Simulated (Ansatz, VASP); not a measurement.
## One calculation of Ti2HC, two programs

```
CELL_PARAMETERS angstrom
1.52205 0.87876 4.71932
-1.52205 0.87876 4.71932
0.00000 -1.75752 4.71932
ATOMIC_POSITIONS crystal
Ti 0.75582 0.75582 0.75582
Ti 0.24418 0.24418 0.24418
H 0.00000 0.00000 0.00000
C 0.50000 0.50000 0.50000
```

Alike in both runs: functional LDA; k mesh 9 × 9 × 9; occupations gaussian, width 0.05 eV; no spin polarisation.

Ansatz relaxed the structure, and its values are those at the end. VASP's run is a single point on that final structure, the one shown.

|  | VASP | Ansatz |
| --- | --- | --- |
| version | VASP 6.6.1 | Ansatz 0.2.0 |
| potentials or method | VASP PAW LDA potentials, release 64 (Ti_sv, H, C), cutoff 520 eV | plane waves, PAW |
| valence electrons in the cell | 29 | 29 |

```tsv
	VASP	Ansatz	Ansatz less VASP
pressure (GPa)	0.5	0.0	-0.50
rms of the force components (eV/Å)	0.020	0.000	-0.0196
```

LDA's correlation is that of Perdew and Zunger in VASP and of Perdew and Wang (1992) in Ansatz.
